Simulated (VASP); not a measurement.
Write the native input for VASP 6.6.1 that does the following.

| Quantity | Value |
| --- | --- |
| Task | single point |
| Functional | PBE |
| Potentials or basis | VASP PAW PBE potentials, release 64 (Li_sv, F) |
| Cutoff | 520 eV |
| k mesh | 10 × 10 × 10 |
| Occupations | gaussian, width 0.05 eV |
| Spin | no spin polarisation |
| Dipole correction | no |
| Further INCAR settings | ALGO = Normal; EDIFF = 1e-06; NBANDS = 12 |

The structure of LiF lies in POSCAR:

```
LiF
1.0
    0.0000000000      1.9334400000      2.0140000000
    1.9334400000      0.0000000000      2.0140000000
    1.9334400000      1.9334400000      0.0000000000
Li F
1 1
Direct
    0.0000000000      0.0000000000      0.0000000000
    0.5000000000      0.5000000000      0.5000000000
```

This cell differs from its parent crystal: strain -0.040 along x and y, +0.000 along z.

These files were run (other wordings do the same):

INCAR

```
SYSTEM = LiF
ALGO     = Normal         ! electronic algorithm
EDIFF    = 1E-6           ! SCF threshold, eV
ENCUT    = 520            ! plane-wave cutoff, eV
GGA      = PE             ! functional
ISIF     = 2              ! what is computed and relaxed
ISMEAR   = 0              ! smearing method
LASPH    = .True.         ! aspherical terms in the spheres
LCHARG   = .False.        ! write CHGCAR
LREAL    = .False.        ! projectors in reciprocal space
LWAVE    = .False.        ! write WAVECAR
NBANDS   = 12             ! bands
NELM     = 60             ! most SCF steps
PREC     = Accurate       ! precision mode
SIGMA    = 0.05           ! smearing width, eV
```

KPOINTS

```
k-points
0
Gamma
  10 10 10
  0 0 0
```

Potentials or basis: VASP PAW PBE potentials, release 64 (Li_sv, F).

The run is started by

```console
$ cat potpaw_PBE.64/Li_sv/POTCAR potpaw_PBE.64/F/POTCAR > POTCAR
$ mpirun -np 1 vasp_std > vasp.out
```

It gave:

| Item | Value |
| --- | --- |
| Band gap on the k mesh | 9.79 eV, direct |

Caveat: the cell differs from its parent crystal (strain -0.040 along x and y, +0.000 along z).

Run time: 16 s on 1 thread of AMD EPYC 7R13 Processor (Zen 3) (shared host), peak memory 0.1 GiB.
